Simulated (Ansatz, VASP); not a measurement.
## Two plane-wave programs on SnO2

```xyz
6
Lattice="4.7606 0.0000 0.0000 0.0000 4.7606 0.0000 0.0000 0.0000 3.2321" Properties=species:S:1:pos:R:3 pbc="T T T"
Sn    0.0000    0.0000    0.0000
Sn    2.3803    2.3803    1.6160
O     1.4582    1.4582    0.0000
O     0.9221    3.8385    1.6160
O     3.8385    0.9221    1.6160
O     3.3024    3.3024    0.0000
```

Change from the starting cell: uniaxial_z strain +1.0%.

Alike in both runs: task single point; functional r2SCAN; k mesh 6 × 6 × 8; no spin polarisation.

|  | VASP | Ansatz |
| --- | --- | --- |
| version | VASP 6.6.1 | Ansatz 0.2.0 |
| potentials or method | VASP PAW PBE potentials, release 64 (Sn_d, O) | plane waves, PAW |
| plane-wave cutoff (eV) | 520 | 500 |
| occupations | gaussian, width 0.01 eV | fixed |
| valence electrons in the cell | 52 | 52 |

VASP gave:

| Item | Value |
| --- | --- |
| gap on the k mesh at the Fermi level (eV) | 1.65 |
| pressure (GPa) | -1.4 |
| traceless stress, the component that is largest in VASP (GPa) | -1.49 |
| rms of the force components (eV/Å) | 0.011 |

Question: Estimate Ansatz's values.

Answer: gap on the k mesh at the Fermi level (eV): 1.63; pressure (GPa): -2.4; traceless stress, the component that is largest in VASP (GPa): -1.79; rms of the force components (eV/Å): 0.000.

VASP's potentials were made for PBE, not for r2SCAN. Atom by atom the forces differ by 0.011 eV/Å (rms over components).
